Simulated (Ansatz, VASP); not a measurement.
# Hf: VASP beside Ansatz

```
Hf
1.0
     0.00000    2.23672    2.23672
     2.23672    0.00000    2.23672
     2.23672    2.23672    0.00000
Hf
1
Direct
  0.00000 0.00000 0.00000
```

Alike in both runs: task relaxation of cell and atoms; functional PBEsol; k mesh 12 × 12 × 12; occupations fermi-dirac, width 0.1 eV; no spin polarisation.

|  | VASP | Ansatz |
| --- | --- | --- |
| version | VASP 6.6.1 | Ansatz 0.2.0 |
| potentials or method | VASP PAW PBE potentials, release 64 (Hf_pv), cutoff 600 eV | plane waves (420 eV) with PAW, scalar-relativistic |
| valence electrons in the cell | 10 | 26 |

Ansatz gave:

- relaxed volume (Å³/atom): 21.58
- relaxed cell length with the largest relative difference (Å): 3.125

Estimate VASP's values.

relaxed volume (Å³/atom): 21.51; relaxed cell length with the largest relative difference (Å): 3.121.

VASP's potentials were made for PBE, not for PBEsol, and Ansatz warns of the same on its side. VASP's potentials hold 10 valence electrons a cell and Ansatz's 26, so a difference there can come from the potentials and not from the codes.

Neither program's run includes spin-orbit coupling.
